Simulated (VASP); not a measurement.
# Li3ZrN2 (P-3m1) in VASP: a series of runs

The runs below take Li3ZrN2 through single point, relaxation of cell and atoms, with PBE.

All numbers are computed with VASP 6.6.1; they aren't measurements. Logs are shortened: lines on timing, memory, paths and dates and some standing lists are left out, and cuts for length are marked.

## Step 1: The cell of the first run

The structure is trigonal, space group P-3m1 (No. 164). The conventional cell has a = 3.323 Å, b = 3.323 Å, c = 5.673 Å, α = 90.00°, β = 90.00°, γ = 120.00°. Li (site symmetry -3m) has 6 Li at 2.12 Å and 6 N at 2.38 Å within 2.8 Å. Li (site symmetry 3m) has 4 N at 1.98 to 2.31 Å and 3 Li at 2.12 Å within 2.6 Å. Zr (site symmetry -3m) has 6 N at 2.39 Å and 8 Li at 2.73 to 2.84 Å within 3.2 Å. N (site symmetry 3m) has 7 Li at 1.98 to 2.38 Å and 3 Zr at 2.39 Å within 2.6 Å.

## Step 2: Single point, PBE

INCAR reads:

```
ALGO = Normal ; EDIFF = 1E-6
ENCUT = 520 ; GGA = PE
ISIF = 2 ; ISMEAR = 0
LASPH = T ; LCHARG = F
LREAL = F ; LWAVE = F
NBANDS = 24 ; NELM = 100
PREC = Accurate ; SIGMA = 0.15
```

KPOINTS reads:

```
k-points
0
Gamma
  4 4 2
```

POSCAR reads:

```
Li3ZrN2
1.0
    3.3227203388      0.0000000000      0.0000000000
   -1.6613601694      2.8775602230      0.0000000000
    0.0000000000      0.0000000000      5.6726244455
Li Zr N
3 1 2
Direct
    0.0000000000      0.0000000000      0.5000000000
    0.3333333333      0.6666666667      0.6587352985
    0.6666666667      0.3333333333      0.3412647015
    0.0000000000      0.0000000000      0.0000000000
    0.6666666667      0.3333333333      0.7482858624
    0.3333333333      0.6666666667      0.2517141376
```

Potentials or basis: VASP PAW PBE potentials, release 64 (Li_sv, Zr_sv, N).

Launch:

```sh
$ cat potpaw_PBE.64/Li_sv/POTCAR potpaw_PBE.64/Zr_sv/POTCAR potpaw_PBE.64/N/POTCAR > POTCAR
$ mpirun -np 1 vasp_std > vasp.out
```

OUTCAR:

```text
EDIFF = 1E-6
   ENCUT = 520
   GGA = PE
   ISIF = 2
   ISMEAR = 0
   LASPH = T
   LREAL = F
   NELM = 100
   PREC = Accurate

 ion  position               nearest neighbor table
   1  0.000  0.000  0.500-   2 2.12   3 2.12   2 2.12   3 2.12   3 2.12   2 2.12   4 2.84   4 2.84

   2  0.333  0.667  0.659-   5 1.98   5 1.98   5 1.98   1 2.12   1 2.12   1 2.12   4 2.73   4 2.73
                             4 2.73
   3  0.667  0.333  0.341-   6 1.98   6 1.98   6 1.98   1 2.12   1 2.12   1 2.12   4 2.73   4 2.73
                             4 2.73
   4  0.000  0.000  0.000-   5 2.39   6 2.39   6 2.39   5 2.39   5 2.39   6 2.39   2 2.73   3 2.73
                             2 2.73   3 2.73   2 2.73   3 2.73   1 2.84   1 2.84
   5  0.667  0.333  0.748-   2 1.98   2 1.98   2 1.98   4 2.39   4 2.39   4 2.39
   6  0.333  0.667  0.252-   3 1.98   3 1.98   3 1.98   4 2.39   4 2.39   4 2.39

  LATTYP: Found a hexagonal cell.
 ALAT       =     3.3227203388
 C/A-ratio  =     1.7072229580

  Lattice vectors:

 A1 = (   3.3227203388,   0.0000000000,   0.0000000000)
 A2 = (  -1.6613601694,   2.8775602230,   0.0000000000)
 A3 = (   0.0000000000,   0.0000000000,   5.6726244455)

Analysis of symmetry for initial positions (statically):
=====================================================================
 Subroutine PRICEL returns:
 Original cell was already a primitive cell.

 Routine SETGRP: Setting up the symmetry group for a
 hexagonal supercell.

 Subroutine GETGRP returns: Found 12 space group operations
 (whereof 12 operations were pure point group operations)
 out of a pool of 24 trial point group operations.

The static configuration has the point symmetry D_3d.

Analysis of symmetry for dynamics (positions and initial velocities):
=====================================================================
 Subroutine PRICEL returns:
 Original cell was already a primitive cell.

 Routine SETGRP: Setting up the symmetry group for a
 hexagonal supercell.

 Subroutine GETGRP returns: Found 12 space group operations
 (whereof 12 operations were pure point group operations)
 out of a pool of 24 trial point group operations.

The dynamic configuration has the point symmetry D_3d.

 Subroutine INISYM returns: Found 12 space group operations
 (whereof 12 operations are pure point group operations),
 and found     1 'primitive' translations

----------------------------------------------------------------------------------------

                                     Primitive cell

  volume of cell :      54.2378

  direct lattice vectors                    reciprocal lattice vectors
     3.322720339  0.000000000  0.000000000     0.300958220  0.173758310  0.000000000
    -1.661360169  2.877560223  0.000000000     0.000000000  0.347516619  0.000000000
     0.000000000  0.000000000  5.672624446     0.000000000  0.000000000  0.176285247

  length of vectors
     3.322720339  3.322720339  5.672624446     0.347516619  0.347516619  0.176285247

  position of ions in fractional coordinates (direct lattice)
     0.000000000  0.000000000  0.500000000
     0.333333333  0.666666667  0.658735298
     0.666666667  0.333333333  0.341264702
     0.000000000  0.000000000  0.000000000
     0.666666667  0.333333333  0.748285862
     0.333333333  0.666666667  0.251714138

  ion indices of the primitive-cell ions
   primitive index   ion index
                 1           1
                 2           2
                 3           3
                 4           4
                 5           5
                 6           6

----------------------------------------------------------------------------------------

 KPOINTS: k-points

Automatic generation of k-mesh.
 Grid dimensions read from file:
 generate k-points for:    4    4    2

 Generating k-lattice:

  Cartesian coordinates                     Fractional coordinates (reciprocal lattice)
     0.075239555  0.043439577  0.000000000     0.250000000  0.000000000  0.000000000
     0.000000000  0.086879155  0.000000000     0.000000000  0.250000000  0.000000000
     0.000000000  0.000000000  0.088142623     0.000000000  0.000000000  0.500000000

  Length of vectors
     0.086879155  0.086879155  0.088142623

  Shift w.r.t. Gamma in fractional coordinates (k-lattice)
     0.000000000  0.000000000  0.000000000

 Subroutine IBZKPT returns following result:
 ===========================================

 Found      8 irreducible k-points:

 Following reciprocal coordinates:
            Coordinates               Weight
  0.000000  0.000000  0.000000      1.000000
  0.250000  0.000000  0.000000      6.000000
  0.500000  0.000000  0.000000      3.000000
  0.250000  0.250000  0.000000      6.000000
  0.000000  0.000000  0.500000      1.000000
  0.250000  0.000000  0.500000      6.000000
  0.500000  0.000000  0.500000      3.000000
  0.250000  0.250000  0.500000      6.000000
   k-points           NKPTS =      8   k-points in BZ     NKDIM =      8   number of bands    NBANDS=     24
   number of dos      NEDOS =    301   number of ions     NIONS =      6
   total plane-waves  NPLWV =  32928
   dimension x,y,z NGX =    28 NGY =   28 NGZ =   42
   dimension x,y,z NGXF=    56 NGYF=   56 NGZF=   84
   ions per type =               3   1   2
   NGX,Y,Z   is equivalent  to a cutoff of  14.01, 14.01, 12.31 a.u.
   NGXF,Y,Z  is equivalent  to a cutoff of  28.02, 28.02, 24.62 a.u.
 SYSTEM =  unknown system
   PREC   = accura    normal or accurate (medium, high low for compatibility)
   ISTART =      0    job   : 0-new  1-cont  2-samecut
   ICHARG =      2    charge: 1-file 2-atom 10-const
   ISPIN  =      1    spin polarized calculation?
   LNONCOLLINEAR =      F non collinear calculations
   LSORBIT =      F    spin-orbit coupling
   LASPH  =      T    aspherical Exc in radial PAW
   ENCUT  =  520.0 eV  38.22 Ry    6.18 a.u.   6.18  6.18 10.55*2*pi/ulx,y,z
   NELM   =    100;   NELMIN=  2; NELMDL= -5     # of ELM steps
   EDIFF  = 0.1E-05   stopping-criterion for ELM
   LREAL  =      F    real-space projection
   EDIFFG = 0.1E-04   stopping-criterion for IOM
   NSW    =      0    number of steps for IOM
   IBRION =     -1    ionic relax: 0-MD 1-quasi-New 2-CG
   NFREE  =      0    steps in history (QN), initial steepest desc. (CG)
   ISIF   =      2    stress and relaxation
   ISYM   =      2    0-nonsym 1-usesym 2-fastsym
   POTIM  = 0.5000    time-step for ionic-motion
   TEBEG  =    0.0;   TEEND  =   0.0 temperature during run
   PSTRESS=    0.0 pullay stress
   NELECT =      31.0000    total number of electrons
   NUPDOWN=      -1.0000    fix difference up-down
   EMIN   =  10.00;   EMAX   =-10.00  energy-range for DOS
   EFERMI =   0.00;   METHOD = LEGACY
   ISMEAR =     0;   SIGMA  =   0.15  broadening in eV -4-tet -1-fermi 0-gaus
   EFERMI_NEDOS =   21; number of points for ismear=-14 and -15
   IALGO  =     38    algorithm
   IMIX   =      4    mixing-type and parameters
     AMIX     =   0.40;   BMIX     =  1.00
     AMIX_MAG =   1.60;   BMIX_MAG =  1.00
  volume/ion in A,a.u.               =       9.04        61.00
  Fermi-wavevector in a.u.,A,eV,Ry     =   1.358610  2.567400 25.113903  1.845820
  Thomas-Fermi vector in A             =   2.485428
   LORBIT       =      0    0 simple, 1 ext, 2 COOP (PROOUT), +10 PAW based schemes
   GGA     = PE    functional components
   LHFCALC =     F    Hartree Fock is set to
   AEXX    =    0.0000 exact exchange contribution
   IVDW    =     0    specifies the selected vdW correction
   LEPSILON=     F    determine dielectric tensor
   LRPA    =     F    only Hartree local field effects (RPA)
 non-spin polarized calculation
 Gauss-broadening in eV      SIGMA  =   0.15
  energy-cutoff  :      520.00
  volume of cell :       54.24
 maximum number of plane-waves:      1474
 NGX is ok and might be reduce to    28
   NGX = 13   NGY = 13   NGZ = 21

 number of electron      31.0000003 magnetization

 Free energy of the ion-electron system (eV)
  ---------------------------------------------------
  ext. energy  EPLUGINS =         0.00000000
  ---------------------------------------------------
  free energy    TOTEN  =       -35.17519451 eV

  energy without entropy =      -35.15547528  energy(sigma->0) =      -35.16533489

 E-fermi :   8.3089     XC(G=0): -11.3208

 val. band max:        8.2188917180   @ k =   0.2500   0.0000   0.0000
 cond. band min:       8.8168544356   @ k =   0.0000   0.0000   0.0000
 fundamental gap:      0.5979627176
 Fermi energy:         8.3089401802

 k-point     1 :       0.0000    0.0000    0.0000
  band No.  band energies     occupation
      1     -41.0764      2.00000
      2     -39.2782      2.00000
      3     -37.7256      2.00000
      4     -37.7099      2.00000
      5     -19.2538      2.00000
      6     -18.8626      2.00000
[... 16 lines left out ...]
     23      14.8339      0.00000
     24      14.8340      0.00000

 k-point     2 :       0.2500    0.0000    0.0000
  band No.  band energies     occupation
      1     -41.0425      2.00000
      2     -39.2614      2.00000
      3     -37.7323      2.00000
      4     -37.7118      2.00000
      5     -19.1947      2.00000
      6     -19.1724      2.00000
[... 16 lines left out ...]
     23      15.1585      0.00000
     24      15.8232      0.00000

 k-point     3 :       0.5000    0.0000    0.0000
  band No.  band energies     occupation
      1     -41.0084      2.00000
      2     -39.2443      2.00000
      3     -37.7384      2.00000
      4     -37.7147      2.00000
      5     -19.4901      2.00000
      6     -19.1074      2.00000
[... 16 lines left out ...]
     23      15.1291      0.00000
     24      15.8909      0.00000

 k-point     4 :       0.2500    0.2500    0.0000
  band No.  band energies     occupation
      1     -41.0084      2.00000
      2     -39.2444      2.00000
      3     -37.7338      2.00000
      4     -37.7192      2.00000
      5     -19.3710      2.00000
      6     -19.1325      2.00000
[... 16 lines left out ...]
     23      15.5232      0.00000
     24      15.6104      0.00000

 k-point     5 :       0.0000    0.0000    0.5000
  band No.  band energies     occupation
      1     -41.0758      2.00000
      2     -39.2793      2.00000
      3     -37.7287      2.00000
      4     -37.7064      2.00000
      5     -19.2510      2.00000
      6     -18.8625      2.00000
[... 16 lines left out ...]
     23      14.0415      0.00000
     24      16.1811      0.00000

 k-point     6 :       0.2500    0.0000    0.5000
  band No.  band energies     occupation
      1     -41.0420      2.00000
      2     -39.2622      2.00000
      3     -37.7337      2.00000
      4     -37.7102      2.00000
      5     -19.1938      2.00000
      6     -19.1710      2.00000
[... 16 lines left out ...]
     23      15.0040      0.00000
     24      15.7008      0.00000

 k-point     7 :       0.5000    0.0000    0.5000
  band No.  band energies     occupation
      1     -41.0080      2.00000
      2     -39.2449      2.00000
      3     -37.7378      2.00000
      4     -37.7153      2.00000
      5     -19.4903      2.00000
      6     -19.1054      2.00000
[... 16 lines left out ...]
     23      16.2200      0.00000
     24      16.4602      0.00000

 k-point     8 :       0.2500    0.2500    0.5000
  band No.  band energies     occupation
      1     -41.0080      2.00000
      2     -39.2450      2.00000
      3     -37.7340      2.00000
      4     -37.7190      2.00000
      5     -19.3712      2.00000
      6     -19.1322      2.00000
[... 16 lines left out ...]
     23      15.2944      0.00000
     24      17.2232      0.00000

------------------------ aborting loop because EDIFF is reached ----------------------------------------

  FORCE on cell =-STRESS in cart. coord.  units (eV):
  Direction    XX          YY          ZZ          XY          YZ          ZX
  --------------------------------------------------------------------------------------
  -------------------------------------------------------------------------------------
  Total       -0.1083576     -0.1083576      0.0663341     -0.0000000      0.0000000      0.0000000
  in kB       -3.2008671     -3.2008671      1.9594983     -0.0000000      0.0000000      0.0000000
  external PRESSURE =      -1.4807453 kB  Pullay stress =       0.0000000 kB

 VOLUME and BASIS-vectors are now :
 -----------------------------------------------------------------------------
  energy-cutoff  :      520.00
  volume of cell :       54.24
      direct lattice vectors                 reciprocal lattice vectors
     3.322720339  0.000000000  0.000000000     0.300958220  0.173758310  0.000000000
    -1.661360169  2.877560223  0.000000000     0.000000000  0.347516619  0.000000000
     0.000000000  0.000000000  5.672624446     0.000000000  0.000000000  0.176285247

 POSITION                                       TOTAL-FORCE (eV/Angst)
 -----------------------------------------------------------------------------------
      0.00000      0.00000      2.83631         0.000000      0.000000      0.000000
     -0.00000      1.91837      3.73676        -0.000000      0.000000      0.038779
      1.66136      0.95919      1.93587         0.000000      0.000000     -0.038779
      0.00000      0.00000      0.00000         0.000000      0.000000      0.000000
      1.66136      0.95919      4.24474        -0.000000      0.000000     -0.019117
     -0.00000      1.91837      1.42788         0.000000     -0.000000      0.019117
 -----------------------------------------------------------------------------------
    total drift:                               -0.000000      0.000000      0.000000

  FREE ENERGIE OF THE ION-ELECTRON SYSTEM (eV)
  ---------------------------------------------------
  free  energy   TOTEN  =       -35.1751945051 eV

  energy  without entropy=      -35.1554752755  energy(sigma->0) =      -35.16533489
```

Wall time 16 s (1 thread of Intel Xeon Platinum 8259CL at 2.50GHz (Skylake/Cascade Lake), shared host); peak memory 0.17 GiB.

Results:

```yaml
Free_energy: -35.1752 eV
Largest_force: 0.039 eV/Å
```

Forces in eV/Å, atoms in the order of the input:
```
Li   0.000  0.000  0.000
Li   0.000  0.000  0.039
Li   0.000  0.000 -0.039
Zr   0.000  0.000  0.000
N    0.000  0.000 -0.019
N    0.000  0.000  0.019
```

Levels at points of the mesh, in eV from the Fermi level:
| k point | band 13 | band 14 | band 15 | band 16 | band 17 | band 18 |
| --- | --- | --- | --- | --- | --- | --- |
| (0.00, 0.00, 0.00) | -2.09 | -2.06 | -2.06 | 0.51 | 1.15 | 1.15 |
| (0.50, 0.00, 0.00) | -3.96 | -3.95 | -3.49 | -0.58 | 3.53 | 3.60 |
| (0.00, 0.00, 0.50) | -3.65 | -2.31 | -2.31 | 0.98 | 0.98 | 1.13 |
| (0.50, 0.00, 0.50) | -4.48 | -2.73 | -2.54 | -1.30 | 3.18 | 3.60 |

Caveat: the k points lie up to 0.55 Å⁻¹ apart; the cutoff is under 1.25 times the usual one of these potentials, so pressure, stress and relaxed cells hold a basis-set (Pulay) error.

[end of part 1 of 2]
